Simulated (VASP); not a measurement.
Wanted: the native input for a VASP 6.6.1 run.

* Task: single point
* Functional: PBE
* Potentials or basis: VASP PAW PBE potentials, release 64 (Mo_sv, C)
* Cutoff: 520 eV
* k mesh: 4 × 4 × 4
* Occupations: gaussian, width 0.1 eV
* Spin: no spin polarisation
* Dipole correction: no
* Further INCAR settings: ALGO = Normal; EDIFF = 1e-06; NBANDS = 28

The structure of Mo2C3 lies in POSCAR:

```
Mo2C3
1.0
    3.9572687888      0.0000000000      0.0000000000
    0.0000000000      3.9572687888      0.0000000000
    0.0000000000      0.0000000000      3.9572687888
Mo C
2 3
Direct
    0.5000000000      0.5000000000      0.5000000000
    0.0000000000      0.0000000000      0.0000000000
    0.0000000000      0.5000000000      0.5000000000
    0.5000000000      0.0000000000      0.5000000000
    0.5000000000      0.5000000000      0.0000000000
```

These files were run (other wordings do the same):

INCAR

```
PREC = Accurate
ENCUT = 520
EDIFF = 1E-6
ISMEAR = 0
SIGMA = 0.1
LREAL = F
LASPH = T
NELM = 100
ALGO = Normal
ISIF = 2
LWAVE = F
LCHARG = T
GGA = PE
LELF = T
LVHAR = T
NBANDS = 28
```

KPOINTS

```
regular mesh
0
Gamma
  4 4 4
```

Potentials or basis: VASP PAW PBE potentials, release 64 (Mo_sv, C).

The run is started by

```bash
$ cat potpaw_PBE.64/Mo_sv/POTCAR potpaw_PBE.64/C/POTCAR > POTCAR
$ mpirun -np 1 vasp_std > vasp.out
```

It gave:

| Item | Value |
| --- | --- |
| Pressure | -0.2 GPa |
| Band gap on the k mesh | zero (band 20 reaches 8.55 eV, above the bottom of band 21 at 7.97 eV) |

Caveat: the k points lie up to 0.40 Å⁻¹ apart.

Wall time 28 s on 1 thread of AMD EPYC 7R43 64-Core Processor (Zen 3) (shared host), peak memory 0.13 GiB.
